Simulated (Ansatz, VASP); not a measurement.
## Bi3O: VASP beside Ansatz

Contents of INCAR:

```
PREC = Accurate ; ENCUT = 520
EDIFF = 1E-6 ; ISMEAR = 0
SIGMA = 0.1 ; LREAL = False
LASPH = True ; NELM = 80
ALGO = Normal ; ISIF = 2
LWAVE = False ; LCHARG = False
GGA = PE ; NBANDS = 34
```

KPOINTS

```
Automatic mesh
0
Gamma
  4 4 4
```

Contents of POSCAR:

```
Bi3O
1.0
    4.6037203092      0.0000000000      0.0000000000
    0.0000000000      4.6037203092      0.0000000000
    0.0000000000      0.0000000000      4.6037203092
Bi O
3 1
Direct
    0.0000000000      0.5000000000      0.5000000000
    0.5000000000      0.0000000000      0.5000000000
    0.5000000000      0.5000000000      0.0000000000
    0.0000000000      0.0000000000      0.0000000000
```

Input for Ansatz:

```yaml
crystal:
  lattice:
    - [4.6037203092, 0.0, 0.0]
    - [0.0, 4.6037203092, 0.0]
    - [0.0, 0.0, 4.6037203092]
  atoms:
    - { symbol: Bi, position: [0.0, 0.5, 0.5] }
    - { symbol: Bi, position: [0.5, 0.0, 0.5] }
    - { symbol: Bi, position: [0.5, 0.5, 0.0] }
    - { symbol: O, position: [0.0, 0.0, 0.0] }
basis:
  ecutwfc: 420
kpoints:
  mp_grid: { grid: [4, 4, 4] }
hamiltonian:
  xc: pbe
scf:
  occupations: { method: gaussian, width: 0.1 }
  lower_state_search: "off"
output:
  forces: true
  stress: true
  eigenvalues: true
```

Alike in both runs: task single point; functional PBE; k mesh 4 × 4 × 4; occupations gaussian, width 0.1 eV; no spin polarisation.

|  | VASP | Ansatz |
| --- | --- | --- |
| version | VASP 6.6.1 | Ansatz 0.2.0 |
| potentials or method | VASP PAW PBE potentials, release 64 (Bi_d, O), cutoff 520 eV | scalar-relativistic, plane waves, PAW |
| valence electrons in the cell | 51 | 51 |

```csv
,VASP,Ansatz,Ansatz less VASP
gap on the k mesh at the Fermi level (eV),none,none,-
pressure (GPa),2.7,2.7,+0.07
```

A gap of «none» marks a metal or a gap that the smearing closes. With one functional, cell and mesh, what is left measures potentials, basis and numerics.

Neither program's run includes spin-orbit coupling.
